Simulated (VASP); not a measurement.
## Ge: single point with PBE

Crystal: Ge.

```
Ge
1.0
     2.29366    0.00000    0.00000
    -1.14683    1.98637    0.00000
     0.00000    0.00000    2.14690
Ge
1
Direct
  0.00000 0.00000 0.00000
```

```
Program                : VASP 6.6.1
Task                   : single point
Functional             : PBE
Potentials or basis    : VASP PAW PBE potentials, release 64 (Ge_d)
Cutoff                 : 520 eV
k mesh                 : 19 × 19 × 18
Occupations            : fermi-dirac, width 0.05 eV
Spin                   : no spin polarisation
Dipole correction      : no
Further INCAR settings : ALGO = Normal; EDIFF = 1e-06; NBANDS = 13
```

```yaml
Pressure: 220.9 GPa
Band_gap_on_the_k_mesh: zero (band 7 reaches 27.61 eV, above the bottom of band 8 at 9.96 eV)
```

Stress tensor (GPa, compression positive):
```
221.02   0.00   0.00
  0.00 221.02   0.00
  0.00   0.00 220.63
```

Levels at points of the mesh, in eV from the Fermi level:
```csv
k point,band 3,band 4,band 5,band 6,band 7,band 8,band 9,band 10,band 11,band 12
"(0.00, 0.00, 0.00)",-26.45,-25.71,-25.71,-21.17,10.40,13.71,15.01,15.01,17.32,19.07
"(0.00, 0.00, 0.50)",-26.27,-26.12,-26.12,-12.68,-12.14,22.48,23.04,23.17,23.17,25.59
```

Wall time 35 s on 1 thread of Intel Xeon 6975P-C, on a shared host, peak memory 0.16 GiB.
